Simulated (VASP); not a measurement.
WC: relaxation of shape and atoms at fixed volume with PBE

The system is WC.

```xyz
2
Lattice="2.9816 0.0000 0.0000 -1.4908 2.5821 0.0000 0.0000 0.0000 2.8979" Properties=species:S:1:pos:R:3 pbc="T T T"
W     0.0000    0.0000    0.0000
C     1.4908    0.8607    1.4489
```

* Program: VASP 6.6.1
* Task: relaxation of shape and atoms at fixed volume
* Functional: PBE
* Potentials or basis: VASP PAW PBE potentials, release 64 (W_sv, C)
* Cutoff: 600 eV
* k mesh: 18 × 18 × 14
* Occupations: gaussian, width 0.1 eV
* Spin: no spin polarisation
* Dipole correction: no
* Further INCAR settings: ALGO = Normal; EDIFF = 1e-06; IBRION = 2; EDIFFG = -0.01; NSW = 50; ISIF = 4

| Property | Result |
| --- | --- |
| Energy gained by relaxing | 0.1 meV/atom |
| Ionic steps | 3 |
| Pressure after relaxing | -18.9 GPa |
| Band gap on the k mesh | zero (bands 9 and 10 overlap by 1.15 eV) |

The path:
```tsv
step	energy change (eV)	largest force (eV/Å)	pressure (GPa)	volume (Å³)
1	0.0000	0.0000	-19.00	22.31
2	0.0000	0.0000	-18.82	22.31
3	-0.0001	0.0000	-18.92	22.31
```

Final structure:
```
CELL_PARAMETERS angstrom
2.98374 0.00000 0.00000
-1.49187 2.58400 0.00000
0.00000 0.00000 2.89363
ATOMIC_POSITIONS crystal
W 0.00000 0.00000 0.00000
C 0.66667 0.33333 0.50000
```

Levels at points of the mesh, in eV from the Fermi level:
```csv
k point,band 5,band 6,band 7,band 8,band 9,band 10,band 11,band 12,band 13
"(0.00, 0.00, 0.00)",-13.88,-3.89,-3.07,-3.07,0.16,2.94,2.94,5.27,5.27
"(0.50, 0.00, 0.00)",-10.79,-6.68,-3.23,-3.22,-0.45,2.17,4.08,4.37,6.47
"(0.00, 0.00, 0.50)",-10.23,-8.16,-1.87,-1.87,-0.49,-0.49,3.49,4.31,4.31
"(0.50, 0.00, 0.50)",-10.80,-6.00,-3.98,-3.98,0.20,3.96,4.81,6.00,8.46
```

Run time: 2.1 min on 1 thread of Intel Xeon 8259CL, with other jobs on the host, peak memory 0.24 GiB.

Caveat: spin-orbit coupling is left out, which moves the levels of the heavy elements.
